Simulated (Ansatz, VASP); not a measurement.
# TiO2: VASP beside Ansatz

INCAR

```
  ALGO = Normal
  EDIFF = 1E-6
  ENCUT = 520
  GGA = PE
  ISIF = 2
  ISMEAR = -1
  LASPH = True
  LCHARG = False
  LREAL = False
  LWAVE = False
  NBANDS = 33
  NELM = 80
  PREC = Accurate
  SIGMA = 0.08
```

File KPOINTS:

```
k-points
0
Gamma
  13 13 13
```

Contents of POSCAR:

```
TiO2
1.0
   -1.9050334778      1.9050334778      4.7885042294
    1.9050334778     -1.9050334778      4.7885042294
    1.9050334778      1.9050334778     -4.7885042294
Ti O
2 4
Direct
    0.0000000000      0.0000000000      0.0000000000
    0.7500000000      0.2500000000      0.5000000000
    0.2066000000      0.2066000000      0.0000000000
    0.9566000000      0.4566000000      0.5000000000
    0.5434000000      0.0434000000      0.5000000000
    0.7934000000      0.7934000000      0.0000000000
```

Input for Ansatz:

```yaml
crystal:
  lattice:
    - [-1.9050334778, 1.9050334778, 4.7885042294]
    - [1.9050334778, -1.9050334778, 4.7885042294]
    - [1.9050334778, 1.9050334778, -4.7885042294]
  atoms:
    - { symbol: Ti, position: [0.0, 0.0, 0.0] }
    - { symbol: Ti, position: [0.75, 0.25, 0.5] }
    - { symbol: O, position: [0.2066, 0.2066, 0.0] }
    - { symbol: O, position: [0.9566, 0.4566, 0.5] }
    - { symbol: O, position: [0.5434, 0.0434, 0.5] }
    - { symbol: O, position: [0.7934, 0.7934, 0.0] }
kpoints:
  mp_grid: { grid: [13, 13, 13] }
  band_path:
    path:
      - [0.0, 0.0, 0.0]
      - [0.0, 0.0, 0.5]
      - [0.25, 0.25, 0.25]
      - [0.0, 0.5, 0.0]
      - [0.0, 0.0, 0.0]
      - [0.5, 0.5, -0.5]
      - [0.289568126, 0.710431874, -0.289568126]
      - [-0.289568126, 0.289568126, 0.289568126]
      - [0.0, 0.0, 0.0]
    npoints: 5
scf:
  occupations: { method: fermi_dirac, width: 0.08 }
hamiltonian:
  xc: pbe
  pseudopotentials: { kind: all_electron, lapw: { basis_error: 0.001 } }
output:
  forces: true
  stress: true
  eigenvalues: true
```

Change from the starting cell: volume scaled by 1.02.

Alike in both runs: task single point; functional PBE; k mesh 13 × 13 × 13; occupations fermi-dirac, width 0.08 eV; no spin polarisation.

|  | VASP | Ansatz |
| --- | --- | --- |
| version | VASP 6.6.1 | Ansatz 0.2.0 |
| potentials or method | VASP PAW PBE potentials, release 64 (Ti_sv, O), cutoff 520 eV | all-electron LAPW, scalar-relativistic |

|  | VASP | Ansatz | Ansatz less VASP |
| --- | --- | --- | --- |
| pressure (GPa) | 2.2 | 1.6 | -0.66 |
| traceless stress, the component that is largest in VASP (GPa) | 2.40 | 2.30 | -0.100 |
| rms of the force components (eV/Å) | 0.108 | 0.098 | -0.0100 |

Atom by atom the forces differ by 0.010 eV/Å (rms over components). Ansatz ran all-electron here, and VASP with PAW potentials.
